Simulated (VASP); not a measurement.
# Ti (Fmmm) in VASP: notebook

Runs on Ti. Level: PBE. Tasks: single point.

All numbers are computed with VASP 6.6.1; they aren't measurements. Logs are shortened: lines on timing, memory, paths and dates and some standing lists are left out, and cuts for length are marked.

**1. The cell of the first run**

Symmetry: Fmmm, No. 69, orthorhombic system. Conventional cell: a = 3.418 Å, b = 4.266 Å, c = 4.941 Å, α = 90.00°, β = 90.00°, γ = 90.00°. Ti (site symmetry mmm) has 14 Ti at 2.73 to 3.42 Å within 3.6 Å.

**2. Single point, PBE (engineering shear strain xy -0.1467, normal strain along z +0.0500)**

Input file INCAR:

```
  PREC = Accurate
  ENCUT = 520
  EDIFF = 1E-6
  ISMEAR = 0
  SIGMA = 0.15
  LREAL = False
  LASPH = True
  NELM = 100
  ALGO = Fast
  ISIF = 2
  LWAVE = False
  LCHARG = False
  GGA = PE
  NBANDS = 12
```

Input file KPOINTS:

```
Automatic mesh
0
Gamma
  20 20 20
```

Input file POSCAR:

```
Ti
1.0
   -1.7470044324      1.7470044324      1.7089995379
    1.7470044324     -1.7470044324      1.7089995379
    1.5082327826      1.5082327826     -1.7089995379
Ti
1
Direct
    0.0000000000      0.0000000000      0.0000000000
```

Potentials or basis: VASP PAW PBE potentials, release 64 (Ti_sv).

On the command line:

```console
$ cat potpaw_PBE.64/Ti_sv/POTCAR > POTCAR
$ mpirun -np 1 vasp_std > vasp.out
```

OUTCAR:

```text
PREC = Accurate
   ENCUT = 520
   EDIFF = 1E-6
   ISMEAR = 0
   LREAL = False
   LASPH = True
   NELM = 100
   ISIF = 2
   GGA = PE

 ion  position               nearest neighbor table
   1  0.000  0.000  0.000-

  LATTYP: Found a face centered orthorhombic cell.
 ALAT       =     3.4179990758
 B/A-ratio  =     1.2480771405
 C/A-ratio  =     1.4456629783

  Lattice vectors:

 A1 = (  -0.2387716498,   3.2552372150,   0.0000000000)
 A2 = (  -1.7470044324,   1.7470044324,   1.7089995379)
 A3 = (   1.5082327826,   1.5082327826,   1.7089995379)

Analysis of symmetry for initial positions (statically):
=====================================================================
 Subroutine PRICEL returns:
 Original cell was already a primitive cell.

 Routine SETGRP: Setting up the symmetry group for a
 face centered orthorhombic supercell.

 Subroutine GETGRP returns: Found  8 space group operations
 (whereof  8 operations were pure point group operations)
 out of a pool of  8 trial point group operations.

The static configuration has the point symmetry D_2h.

Analysis of symmetry for dynamics (positions and initial velocities):
=====================================================================
 Subroutine PRICEL returns:
 Original cell was already a primitive cell.

 Routine SETGRP: Setting up the symmetry group for a
 face centered orthorhombic supercell.

 Subroutine GETGRP returns: Found  8 space group operations
 (whereof  8 operations were pure point group operations)
 out of a pool of  8 trial point group operations.

The dynamic configuration has the point symmetry D_2h.

 Subroutine INISYM returns: Found  8 space group operations
 (whereof  8 operations are pure point group operations),
 and found     1 'primitive' translations

----------------------------------------------------------------------------------------

                                     Primitive cell

  volume of cell :      18.0121

  direct lattice vectors                    reciprocal lattice vectors
    -1.747004432  1.747004432  1.708999538     0.022654808  0.308859005  0.292568833
     1.747004432 -1.747004432  1.708999538     0.308859005  0.022654808  0.292568833
     1.508232783  1.508232783 -1.708999538     0.331513813  0.331513813  0.000000000

  length of vectors
     3.004118572  3.004118572  2.733168797     0.426032448  0.426032448  0.468831330

  position of ions in fractional coordinates (direct lattice)
     0.000000000  0.000000000  0.000000000

  ion indices of the primitive-cell ions
   primitive index   ion index
                 1           1

----------------------------------------------------------------------------------------

 KPOINTS: Automatic mesh

Automatic generation of k-mesh.
 Grid dimensions read from file:
 generate k-points for:   20   20   20

 Generating k-lattice:

  Cartesian coordinates                     Fractional coordinates (reciprocal lattice)
     0.001132740  0.015442950  0.014628442     0.050000000  0.000000000  0.000000000
     0.015442950  0.001132740  0.014628442     0.000000000  0.050000000  0.000000000
     0.016575691  0.016575691  0.000000000     0.000000000  0.000000000  0.050000000

  Length of vectors
     0.021301622  0.021301622  0.023441566

  Shift w.r.t. Gamma in fractional coordinates (k-lattice)
     0.000000000  0.000000000  0.000000000

 Subroutine IBZKPT returns following result:
 ===========================================

 Found   1166 irreducible k-points:

 Following reciprocal coordinates:
            Coordinates               Weight
  0.000000  0.000000  0.000000      1.000000
  0.050000  0.000000 -0.000000      8.000000
  0.100000  0.000000 -0.000000      8.000000
  0.150000  0.000000  0.000000      8.000000
  0.200000  0.000000 -0.000000      8.000000
  0.250000  0.000000  0.000000      8.000000
[... 16 lines left out ...]
 -0.400000  0.050000  0.000000      8.000000
 -0.350000  0.050000 -0.000000      8.000000
 [... further k-points ...]
   k-points           NKPTS =   1166   k-points in BZ     NKDIM =   1166   number of bands    NBANDS=     12
   number of dos      NEDOS =    301   number of ions     NIONS =      1
   total plane-waves  NPLWV =  11520
   dimension x,y,z NGX =    24 NGY =   24 NGZ =   20
   dimension x,y,z NGXF=    48 NGYF=   48 NGZF=   40
   ions per type =               1
   NGX,Y,Z   is equivalent  to a cutoff of  13.28, 13.28, 12.17 a.u.
   NGXF,Y,Z  is equivalent  to a cutoff of  26.56, 26.56, 24.33 a.u.
 SYSTEM =  unknown system
   PREC   = accura    normal or accurate (medium, high low for compatibility)
   ISTART =      0    job   : 0-new  1-cont  2-samecut
   ICHARG =      2    charge: 1-file 2-atom 10-const
   ISPIN  =      1    spin polarized calculation?
   LNONCOLLINEAR =      F non collinear calculations
   LSORBIT =      F    spin-orbit coupling
   LASPH  =      T    aspherical Exc in radial PAW
   ENCUT  =  520.0 eV  38.22 Ry    6.18 a.u.   5.59  5.59  5.08*2*pi/ulx,y,z
   NELM   =    100;   NELMIN=  2; NELMDL= -5     # of ELM steps
   EDIFF  = 0.1E-05   stopping-criterion for ELM
   LREAL  =      F    real-space projection
   EDIFFG = 0.1E-04   stopping-criterion for IOM
   NSW    =      0    number of steps for IOM
   IBRION =     -1    ionic relax: 0-MD 1-quasi-New 2-CG
   NFREE  =      0    steps in history (QN), initial steepest desc. (CG)
   ISIF   =      2    stress and relaxation
   ISYM   =      2    0-nonsym 1-usesym 2-fastsym
   POTIM  = 0.5000    time-step for ionic-motion
   TEBEG  =    0.0;   TEEND  =   0.0 temperature during run
   PSTRESS=    0.0 pullay stress
   NELECT =      12.0000    total number of electrons
   NUPDOWN=      -1.0000    fix difference up-down
   EMIN   =  10.00;   EMAX   =-10.00  energy-range for DOS
   EFERMI =   0.00;   METHOD = LEGACY
   ISMEAR =     0;   SIGMA  =   0.15  broadening in eV -4-tet -1-fermi 0-gaus
   EFERMI_NEDOS =   21; number of points for ismear=-14 and -15
   IALGO  =     68    algorithm
   IMIX   =      4    mixing-type and parameters
     AMIX     =   0.40;   BMIX     =  1.00
     AMIX_MAG =   1.60;   BMIX_MAG =  1.00
  volume/ion in A,a.u.               =      18.01       121.55
  Fermi-wavevector in a.u.,A,eV,Ry     =   1.429817  2.701962 27.815435  2.044377
  Thomas-Fermi vector in A             =   2.549730
   LORBIT       =      0    0 simple, 1 ext, 2 COOP (PROOUT), +10 PAW based schemes
   GGA     = PE    functional components
   LHFCALC =     F    Hartree Fock is set to
   AEXX    =    0.0000 exact exchange contribution
   IVDW    =     0    specifies the selected vdW correction
   LEPSILON=     F    determine dielectric tensor
   LRPA    =     F    only Hartree local field effects (RPA)
 non-spin polarized calculation
 RMM-DIIS sequential band-by-band and
 Gauss-broadening in eV      SIGMA  =   0.15
  energy-cutoff  :      520.00
  volume of cell :       18.01
 maximum number of plane-waves:       504
   NGX = 11   NGY = 11   NGZ = 11

 number of electron      12.0000004 magnetization

 Free energy of the ion-electron system (eV)
  ---------------------------------------------------
  ext. energy  EPLUGINS =         0.00000000
  ---------------------------------------------------
  free energy    TOTEN  =        -7.69259681 eV

  energy without entropy =       -7.66549544  energy(sigma->0) =       -7.67904613

 E-fermi :   7.6979     XC(G=0): -11.3151

 val. band max:        7.6956431556   @ k =   0.3500   0.1000   0.2500
 cond. band min:       7.6980544120   @ k =   0.5000   0.0000   0.2500
 fundamental gap:      0.0024112564
 Fermi energy:         7.6979102347

 k-point     1 :       0.0000    0.0000    0.0000
  band No.  band energies     occupation
      1     -48.8989      2.00000
      2     -24.8565      2.00000
      3     -24.7665      2.00000
      4     -24.7071      2.00000
      5       1.8593      2.00000
      6       7.8608      0.12456
      7       8.5793      0.00000
      8       9.2597      0.00000
      9      10.2151      0.00000
     10      10.8171      0.00000
     11      23.6261      0.00000
     12      24.5091      0.00000

 k-point     2 :       0.0500    0.0000   -0.0000
  band No.  band energies     occupation
      1     -48.8960      2.00000
      2     -24.8604      2.00000
      3     -24.7756      2.00000
      4     -24.7148      2.00000
      5       1.9416      2.00000
      6       7.8802      0.08560
      7       8.5929      0.00000
      8       9.2480      0.00000
      9      10.1845      0.00000
     10      10.7930      0.00000
     11      23.6456      0.00000
     12      24.4693      0.00000

 k-point     3 :       0.1000    0.0000   -0.0000
  band No.  band energies     occupation
      1     -48.8874      2.00000
      2     -24.8744      2.00000
      3     -24.8091      2.00000
      4     -24.7271      2.00000
      5       2.1841      2.00000
      6       7.9217      0.03485
      7       8.6191      0.00000
      8       9.2279      0.00000
      9      10.1173      0.00000
     10      10.7317      0.00000
     11      23.6331      0.00000
     12      24.2734      0.00000
[... 286 lines left out ...]
 k-point    23 :      -0.4000    0.0500    0.0000
  band No.  band energies     occupation
      1     -48.7968      2.00000
      2     -25.3175      2.00000
      3     -24.9632      2.00000
      4     -24.7403      2.00000
      5       5.0259      2.00000
      6       7.5269      1.89319
      7       8.1059      0.00012
      8      10.1676      0.00000
      9      10.6716      0.00000
     10      11.1522      0.00000
     11      17.6920      0.00000
     12      20.7894      0.00000

 k-point    24 :      -0.3500    0.0500   -0.0000
  band No.  band energies     occupation
      1     -48.8129      2.00000
      2     -25.2299      2.00000
      3     -24.9465      2.00000
      4     -24.7416      2.00000
      5       4.5739      2.00000
      6       7.6497      1.35071
      7       7.9600      0.01347
      8      10.1458      0.00000
      9      10.5149      0.00000
     10      10.8372      0.00000
     11      18.9442      0.00000
     12      21.3316      0.00000

 [... further k-points ...]

------------------------ aborting loop because EDIFF is reached ----------------------------------------

  FORCE on cell =-STRESS in cart. coord.  units (eV):
  Direction    XX          YY          ZZ          XY          YZ          ZX
  --------------------------------------------------------------------------------------
  -------------------------------------------------------------------------------------
  Total       -0.6009828     -0.6009828     -0.2960165      0.4599862     -0.0000000     -0.0000000
  in kB      -53.4574542    -53.4574542    -26.3306898     40.9158019     -0.0000000     -0.0000000
  external PRESSURE =     -44.4151994 kB  Pullay stress =       0.0000000 kB

 VOLUME and BASIS-vectors are now :
 -----------------------------------------------------------------------------
  energy-cutoff  :      520.00
  volume of cell :       18.01
      direct lattice vectors                 reciprocal lattice vectors
    -1.747004432  1.747004432  1.708999538     0.022654808  0.308859005  0.292568833
     1.747004432 -1.747004432  1.708999538     0.308859005  0.022654808  0.292568833
     1.508232783  1.508232783 -1.708999538     0.331513813  0.331513813  0.000000000

 POSITION                                       TOTAL-FORCE (eV/Angst)
 -----------------------------------------------------------------------------------
      0.00000      0.00000      0.00000         0.000000      0.000000     -0.000000
 -----------------------------------------------------------------------------------
    total drift:                                0.000000      0.000000     -0.000000

  FREE ENERGIE OF THE ION-ELECTRON SYSTEM (eV)
  ---------------------------------------------------
  free  energy   TOTEN  =        -7.6925968134 eV

  energy  without entropy=       -7.6654954399  energy(sigma->0) =       -7.67904613
```

Run time: 6.9 min. Hardware: 1 thread of Intel Xeon 8259CL, shared host; peak memory 0.35 GiB.

What came out:

```
Free energy            : -7.6926 eV
Pressure               : -4.4 GPa
Band gap on the k mesh : zero (bands 6 and 7 overlap by 1.43 eV)
```

Caveat: the cell differs from its parent crystal (engineering shear strain xy -0.1467, normal strain along z +0.0500); the cell stands under tension.

(Part 1 of 2 ends here.)
